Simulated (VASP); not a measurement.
# InSb3 (Fm-3m) in VASP: single point with PBEsol+D3(BJ)

Aim: the single point of InSb3 with PBEsol+D3(BJ).

Program: VASP 6.6.1. These are calculated values, not measurements. Logs are shortened: lines on timing, memory, paths and dates and some standing lists are left out, and cuts for length are marked.

## 1. The cell of the first run

It takes space group Fm-3m (No. 225, cubic). The conventional cell has a = 7.589 Å, b = 7.589 Å, c = 7.589 Å, α = 90.00°, β = 90.00°, γ = 90.00°. Within 4.3 Å of In (site symmetry m-3m) lie 14 Sb at 3.29 to 3.79 Å. Sb (site symmetry -43m) has 4 In at 3.29 Å and 10 Sb at 3.29 to 3.79 Å within 4.3 Å. Within 4.3 Å of Sb (site symmetry m-3m) lie 8 Sb at 3.29 Å and 6 In at 3.79 Å.

## 2. Single point, PBEsol+D3(BJ)

File INCAR:

```
PREC = Accurate
ENCUT = 500
EDIFF = 1E-6
ISMEAR = 0
SIGMA = 0.1
LREAL = False
LASPH = True
NELM = 120
ALGO = Normal
ISIF = 2
LWAVE = False
LCHARG = False
GGA = PS
IVDW = 12
NBANDS = 22
GGA_COMPAT = False
```

File KPOINTS:

```
regular mesh
0
Gamma
  4 4 4
```

File POSCAR:

```
InSb3
1.0
    0.0000000000      3.7945550000      3.7945550000
    3.7945550000      0.0000000000      3.7945550000
    3.7945550000      3.7945550000      0.0000000000
In Sb
1 3
Direct
    0.0000000000      0.0000000000      0.0000000000
    0.2500000000      0.2500000000      0.2500000000
    0.7500000000      0.7500000000      0.7500000000
    0.5000000000      0.5000000000      0.5000000000
```

Potentials or basis: VASP PAW PBE potentials, release 64 (In_d, Sb).

Started as:

```sh
$ cat potpaw_PBE.64/In_d/POTCAR potpaw_PBE.64/Sb/POTCAR > POTCAR
$ mpirun -np 1 vasp_std > vasp.out
```

OUTCAR:

```text
PREC = Accurate
   ENCUT = 500
   EDIFF = 1E-6
   ISMEAR = 0
   LREAL = False
   LASPH = True
   NELM = 120
   ISIF = 2
   GGA = PS
   IVDW = 12
 IVDW          = 12

 ion  position               nearest neighbor table
   1  0.000  0.000  0.000-   2 3.29   3 3.29   3 3.29   3 3.29   3 3.29   2 3.29   2 3.29   2 3.29
                             4 3.79   4 3.79   4 3.79   4 3.79   4 3.79   4 3.79
   2  0.250  0.250  0.250-   1 3.29   4 3.29   1 3.29   1 3.29   1 3.29   4 3.29   4 3.29   4 3.29

   3  0.750  0.750  0.750-   1 3.29   4 3.29   4 3.29   4 3.29   4 3.29   1 3.29   1 3.29   1 3.29

   4  0.500  0.500  0.500-   2 3.29   3 3.29   2 3.29   2 3.29   2 3.29   3 3.29   3 3.29   3 3.29
                             1 3.79   1 3.79   1 3.79   1 3.79   1 3.79   1 3.79

  LATTYP: Found a face centered cubic cell.
 ALAT       =     7.5891100000

  Lattice vectors:

 A1 = (   0.0000000000,   3.7945550000,   3.7945550000)
 A2 = (   3.7945550000,   0.0000000000,   3.7945550000)
 A3 = (   3.7945550000,   3.7945550000,   0.0000000000)

Analysis of symmetry for initial positions (statically):
=====================================================================
 Subroutine PRICEL returns:
 Original cell was already a primitive cell.

 Routine SETGRP: Setting up the symmetry group for a
 face centered cubic supercell.

 Subroutine GETGRP returns: Found 48 space group operations
 (whereof 48 operations were pure point group operations)
 out of a pool of 48 trial point group operations.

The static configuration has the point symmetry O_h .

Analysis of symmetry for dynamics (positions and initial velocities):
=====================================================================
 Subroutine PRICEL returns:
 Original cell was already a primitive cell.

 Routine SETGRP: Setting up the symmetry group for a
 face centered cubic supercell.

 Subroutine GETGRP returns: Found 48 space group operations
 (whereof 48 operations were pure point group operations)
 out of a pool of 48 trial point group operations.

The dynamic configuration has the point symmetry O_h .

 Subroutine INISYM returns: Found 48 space group operations
 (whereof 48 operations are pure point group operations),
 and found     1 'primitive' translations

----------------------------------------------------------------------------------------

                                     Primitive cell

  volume of cell :     109.2729

  direct lattice vectors                    reciprocal lattice vectors
     0.000000000  3.794555000  3.794555000    -0.131767757  0.131767757  0.131767757
     3.794555000  0.000000000  3.794555000     0.131767757 -0.131767757  0.131767757
     3.794555000  3.794555000  0.000000000     0.131767757  0.131767757 -0.131767757

  length of vectors
     5.366311144  5.366311144  5.366311144     0.228228449  0.228228449  0.228228449

  position of ions in fractional coordinates (direct lattice)
     0.000000000  0.000000000  0.000000000
     0.250000000  0.250000000  0.250000000
     0.750000000  0.750000000  0.750000000
     0.500000000  0.500000000  0.500000000

  ion indices of the primitive-cell ions
   primitive index   ion index
                 1           1
                 2           2
                 3           3
                 4           4

----------------------------------------------------------------------------------------

 KPOINTS: regular mesh

Automatic generation of k-mesh.
 Grid dimensions read from file:
 generate k-points for:    4    4    4

 Generating k-lattice:

  Cartesian coordinates                     Fractional coordinates (reciprocal lattice)
    -0.032941939  0.032941939  0.032941939     0.250000000  0.000000000  0.000000000
     0.032941939 -0.032941939  0.032941939     0.000000000  0.250000000  0.000000000
     0.032941939  0.032941939 -0.032941939     0.000000000  0.000000000  0.250000000

  Length of vectors
     0.057057112  0.057057112  0.057057112

  Shift w.r.t. Gamma in fractional coordinates (k-lattice)
     0.000000000  0.000000000  0.000000000

 Subroutine IBZKPT returns following result:
 ===========================================

 Found      8 irreducible k-points:

 Following reciprocal coordinates:
            Coordinates               Weight
  0.000000  0.000000  0.000000      1.000000
  0.250000  0.000000  0.000000      8.000000
  0.500000  0.000000  0.000000      4.000000
  0.250000  0.250000  0.000000      6.000000
  0.500000  0.250000  0.000000     24.000000
 -0.250000  0.250000  0.000000     12.000000
  0.500000  0.500000  0.000000      3.000000
 -0.250000  0.500000  0.250000      6.000000
   k-points           NKPTS =      8   k-points in BZ     NKDIM =      8   number of bands    NBANDS=     22
   number of dos      NEDOS =    301   number of ions     NIONS =      4
   total plane-waves  NPLWV =  64000
   dimension x,y,z NGX =    40 NGY =   40 NGZ =   40
   dimension x,y,z NGXF=    80 NGYF=   80 NGZF=   80
   ions per type =               1   3
   NGX,Y,Z   is equivalent  to a cutoff of  12.39, 12.39, 12.39 a.u.
   NGXF,Y,Z  is equivalent  to a cutoff of  24.78, 24.78, 24.78 a.u.
 SYSTEM =  unknown system
   PREC   = accura    normal or accurate (medium, high low for compatibility)
   ISTART =      0    job   : 0-new  1-cont  2-samecut
   ICHARG =      2    charge: 1-file 2-atom 10-const
   ISPIN  =      1    spin polarized calculation?
   LNONCOLLINEAR =      F non collinear calculations
   LSORBIT =      F    spin-orbit coupling
   LASPH  =      T    aspherical Exc in radial PAW
   ENCUT  =  500.0 eV  36.75 Ry    6.06 a.u.   9.78  9.78  9.78*2*pi/ulx,y,z
   NELM   =    120;   NELMIN=  2; NELMDL= -5     # of ELM steps
   EDIFF  = 0.1E-05   stopping-criterion for ELM
   LREAL  =      F    real-space projection
   EDIFFG = 0.1E-04   stopping-criterion for IOM
   NSW    =      0    number of steps for IOM
   IBRION =     -1    ionic relax: 0-MD 1-quasi-New 2-CG
   NFREE  =      0    steps in history (QN), initial steepest desc. (CG)
   ISIF   =      2    stress and relaxation
   ISYM   =      2    0-nonsym 1-usesym 2-fastsym
   POTIM  = 0.5000    time-step for ionic-motion
   TEBEG  =    0.0;   TEEND  =   0.0 temperature during run
   PSTRESS=    0.0 pullay stress
   NELECT =      28.0000    total number of electrons
   NUPDOWN=      -1.0000    fix difference up-down
   EMIN   =  10.00;   EMAX   =-10.00  energy-range for DOS
   EFERMI =   0.00;   METHOD = LEGACY
   ISMEAR =     0;   SIGMA  =   0.10  broadening in eV -4-tet -1-fermi 0-gaus
   EFERMI_NEDOS =   21; number of points for ismear=-14 and -15
   IALGO  =     38    algorithm
   IMIX   =      4    mixing-type and parameters
     AMIX     =   0.40;   BMIX     =  1.00
     AMIX_MAG =   1.60;   BMIX_MAG =  1.00
  volume/ion in A,a.u.               =      27.32       184.35
  Fermi-wavevector in a.u.,A,eV,Ry     =   1.039816  1.964968 14.710866  1.081218
  Thomas-Fermi vector in A             =   2.174364
   LORBIT       =      0    0 simple, 1 ext, 2 COOP (PROOUT), +10 PAW based schemes
   GGA     = PS    functional components
   LHFCALC =     F    Hartree Fock is set to
   AEXX    =    0.0000 exact exchange contribution
   IVDW    =    12    specifies the selected vdW correction
   LEPSILON=     F    determine dielectric tensor
   LRPA    =     F    only Hartree local field effects (RPA)
 non-spin polarized calculation
 Gauss-broadening in eV      SIGMA  =   0.10
  energy-cutoff  :      500.00
  volume of cell :      109.27
 maximum number of plane-waves:      2788
   NGX = 19   NGY = 19   NGZ = 19

 number of electron      27.9999991 magnetization

 Free energy of the ion-electron system (eV)
  ---------------------------------------------------
  ext. energy  EPLUGINS =         0.00000000
  ---------------------------------------------------
  free energy    TOTEN  =       -15.88415569 eV

  energy without entropy =      -15.84085052  energy(sigma->0) =      -15.86250310

 E-fermi :   7.7939     XC(G=0): -10.2604

 val. band max:        7.7521983827   @ k =   0.2500   0.0000   0.0000
 cond. band min:       7.8045114529   @ k =   0.5000   0.2500   0.0000
 fundamental gap:      0.0523130702
 Fermi energy:         7.7938538051

 k-point     1 :       0.0000    0.0000    0.0000
  band No.  band energies     occupation
      1      -6.6166      2.00000
      2      -6.6166      2.00000
      3      -6.6166      2.00000
      4      -6.5851      2.00000
      5      -6.5851      2.00000
      6      -4.4398      2.00000
[... 14 lines left out ...]
     21      14.5005      0.00000
     22      14.5005      0.00000

 k-point     2 :       0.2500    0.0000    0.0000
  band No.  band energies     occupation
      1      -6.6242      2.00000
      2      -6.6136      2.00000
      3      -6.6136      2.00000
      4      -6.5859      2.00000
      5      -6.5859      2.00000
      6      -3.9829      2.00000
[... 14 lines left out ...]
     21      12.7941      0.00000
     22      13.4091      0.00000

 k-point     3 :       0.5000    0.0000    0.0000
  band No.  band energies     occupation
      1      -6.6328      2.00000
      2      -6.6112      2.00000
      3      -6.6112      2.00000
      4      -6.5861      2.00000
      5      -6.5861      2.00000
      6      -2.9834      2.00000
[... 14 lines left out ...]
     21      13.5129      0.00000
     22      16.1051      0.00000

 k-point     4 :       0.2500    0.2500    0.0000
  band No.  band energies     occupation
      1      -6.6290      2.00000
      2      -6.6107      2.00000
      3      -6.6107      2.00000
      4      -6.5906      2.00000
      5      -6.5838      2.00000
      6      -3.8291      2.00000
[... 14 lines left out ...]
     21      12.5784      0.00000
     22      12.5784      0.00000

 k-point     5 :       0.5000    0.2500    0.0000
  band No.  band energies     occupation
      1      -6.6315      2.00000
      2      -6.6134      2.00000
      3      -6.6075      2.00000
      4      -6.5927      2.00000
      5      -6.5845      2.00000
      6      -2.8436      2.00000
[... 14 lines left out ...]
     21      13.0389      0.00000
     22      14.0219      0.00000

 k-point     6 :      -0.2500    0.2500    0.0000
  band No.  band energies     occupation
      1      -6.6243      2.00000
      2      -6.6184      2.00000
      3      -6.6100      2.00000
      4      -6.5880      2.00000
      5      -6.5872      2.00000
      6      -3.2487      2.00000
[... 14 lines left out ...]
     21      13.3373      0.00000
     22      14.5843      0.00000

 k-point     7 :       0.5000    0.5000    0.0000
  band No.  band energies     occupation
      1      -6.6417      2.00000
      2      -6.6043      2.00000
      3      -6.6043      2.00000
      4      -6.5985      2.00000
      5      -6.5824      2.00000
      6      -2.2572      2.00000
[... 14 lines left out ...]
     21      12.8524      0.00000
     22      13.1800      0.00000

 k-point     8 :      -0.2500    0.5000    0.2500
  band No.  band energies     occupation
      1      -6.6239      2.00000
      2      -6.6239      2.00000
      3      -6.6043      2.00000
      4      -6.5944      2.00000
      5      -6.5852      2.00000
      6      -1.8931      2.00000
[... 14 lines left out ...]
     21      11.9304      0.00000
     22      15.6181      0.00000

------------------------ aborting loop because EDIFF is reached ----------------------------------------

 Edisp (eV)   -1.82749

 E8    (eV) :    -1.2682

  FORCE on cell =-STRESS in cart. coord.  units (eV):
  Direction    XX          YY          ZZ          XY          YZ          ZX
  --------------------------------------------------------------------------------------
  -------------------------------------------------------------------------------------
  Total      -4.83140    -4.83140    -4.83140    -0.00000     0.00000    -0.00000
  in kB     -70.83875   -70.83875   -70.83875    -0.00000     0.00000    -0.00000
  external pressure =      -70.84 kB  Pullay stress =        0.00 kB

 VOLUME and BASIS-vectors are now :
 -----------------------------------------------------------------------------
  energy-cutoff  :      500.00
  volume of cell :      109.27
      direct lattice vectors                 reciprocal lattice vectors
     0.000000000  3.794555000  3.794555000    -0.131767757  0.131767757  0.131767757
     3.794555000  0.000000000  3.794555000     0.131767757 -0.131767757  0.131767757
     3.794555000  3.794555000  0.000000000     0.131767757  0.131767757 -0.131767757

 POSITION                                       TOTAL-FORCE (eV/Angst)
 -----------------------------------------------------------------------------------
      0.00000      0.00000      0.00000         0.000000     -0.000000      0.000000
      1.89728      1.89728      1.89728         0.000000      0.000000      0.000000
      5.69183      5.69183      5.69183        -0.000000     -0.000000     -0.000000
      3.79455      3.79455      3.79455         0.000000     -0.000000      0.000000
 -----------------------------------------------------------------------------------
    total drift:                               -0.000000      0.000000      0.000000

  FREE ENERGIE OF THE ION-ELECTRON SYSTEM (eV)
  ---------------------------------------------------
  free  energy   TOTEN  =       -17.7116490504 eV

  energy  without entropy=      -17.6683438842  energy(sigma->0) =      -17.68999647
```

Run time: 31 s. Hardware: 1 thread of Intel Xeon 8259CL, shared host; peak memory 0.24 GiB.

What came out:

* Free energy: -17.7116 eV
* Pressure: -7.1 GPa
* Band gap on the k mesh: zero (band 14 reaches 8.98 eV, above the bottom of band 15 at 5.47 eV)
* Dispersion energy per atom: -0.457 eV

Levels at points of the mesh, in eV from the Fermi level:
```tsv
k point	band 11	band 12	band 13	band 14	band 15	band 16	band 17	band 18
(0.00, 0.00, 0.00)	-2.46	-2.37	-2.37	-2.37	-2.32	-0.67	-0.67	-0.67
(0.50, 0.00, 0.00)	-3.41	-2.58	-2.58	-0.24	-0.09	1.94	1.94	3.07
(0.50, 0.50, 0.00)	-5.04	0.34	0.92	0.92	1.25	1.73	1.82	1.82
```

Caveat: the PAW data sets were made with another functional, which shifts forces and pressure a little; spin-orbit coupling is left out, which moves the levels of the heavy elements; pairwise dispersion overbinds metals, which lowers pressure and volume.
